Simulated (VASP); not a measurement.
Here is a VASP 6.6.1 calculation.

The input INCAR:

```
SYSTEM = SiNi
  PREC = Accurate
  ENCUT = 520
  EDIFF = 1E-6
  ISMEAR = -1
  SIGMA = 0.05
  LREAL = .FALSE.
  LASPH = .TRUE.
  NELM = 150
  ALGO = Normal
  ISIF = 2
  LWAVE = .FALSE.
  LCHARG = .FALSE.
  ISPIN = 2
  MAGMOM = 1 1 1 1 0 0 0 0
  LORBIT = 11
  LMAXMIX = 4
  GGA = PE
  NBANDS = 42
```

The input KPOINTS:

```
regular mesh
0
G
  5 8 5
  0 0 0
```

The input POSCAR:

```
SiNi
1.0
    5.1276998100      0.0000000000      0.0000000000
    0.0000000000      3.4014303274      0.0000000000
    0.0000000000      0.0000000000      5.6035442725
Ni Si
4 4
Direct
    0.9914342888      0.7500000000      0.8113264166
    0.5085657112      0.2500000000      0.3113264166
    0.4914342888      0.7500000000      0.6886735834
    0.0085657112      0.2500000000      0.1886735834
    0.6789422249      0.2500000000      0.9140540105
    0.8210577751      0.7500000000      0.4140540105
    0.1789422249      0.2500000000      0.5859459895
    0.3210577751      0.7500000000      0.0859459895
```

Potentials or basis: VASP PAW PBE potentials, release 64 (Ni, Si).

Run with:

```sh
$ cat potpaw_PBE.64/Ni/POTCAR potpaw_PBE.64/Si/POTCAR > POTCAR
$ mpirun -np 1 vasp_std > vasp.out
```

(1) Estimate the pressure.

(2) What does it give for the band gap on the k mesh?

(3) Predict the largest force.

(4) Predict the net moment.

Answers

(1) 0.1 GPa.

(2) zero (filled and empty bands overlap).

(3) 0.011 eV/Å.

(4) 0.00 μB per cell.
